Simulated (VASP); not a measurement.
Cd4Te: single point with PBE

Cd4Te:

```
Cd Te
1.0
    -3.80387    3.80387    2.18827
     3.80387   -3.80387    2.18827
     3.80387    3.80387   -2.18827
Cd Te
4 1
Direct
  0.60071 0.19108 0.79179
  0.80892 0.60071 0.40963
  0.39929 0.80892 0.20821
  0.19108 0.39929 0.59037
  0.00000 0.00000 0.00000
```

```yaml
Program: VASP 6.6.1
Task: single point
Functional: PBE
Potentials_or_basis: VASP PAW PBE potentials, release 64 (Cd, Te)
Cutoff: 520 eV
k_mesh: 10 × 10 × 10
Occupations: gaussian, width 0.1 eV
Spin: no spin polarisation
Dipole_correction: no
Further_INCAR_settings: ALGO = Fast; EDIFF = 1e-07; NBANDS = 35
```

```
Pressure               : 0.2 GPa
Band gap on the k mesh : zero (band 27 reaches 4.56 eV, above the bottom of band 28 at 2.06 eV)
```

Forces in eV/Å, atoms in the order of the input:
```
Cd   0.002  0.002  0.000
Cd   0.002 -0.002  0.000
Cd  -0.002 -0.002  0.000
Cd  -0.002  0.002  0.000
Te   0.000  0.000  0.000
```

Levels at points of the mesh, in eV from the Fermi level:
```csv
k point,band 23,band 24,band 25,band 26,band 27,band 28,band 29,band 30,band 31,band 32
"(0.00, 0.00, 0.00)",-3.66,-3.66,-2.21,-1.48,0.80,1.24,1.24,2.86,3.17,3.17
"(0.50, 0.00, 0.00)",-3.89,-3.75,-3.50,-2.06,-0.88,0.16,0.99,1.88,2.40,3.38
"(0.50, 0.50, 0.00)",-3.56,-3.36,-1.88,-1.76,-0.51,1.54,1.59,1.63,2.56,4.40
"(0.50, 0.50, 0.50)",-5.77,-5.28,-2.35,-0.18,1.06,1.06,2.76,3.74,5.42,5.42
```

It took 16 min on 1 thread of Intel Xeon 6975P-C, with other jobs on the host, peak memory 0.69 GiB.

Caveat: spin-orbit coupling is left out, which moves the levels of the heavy elements.
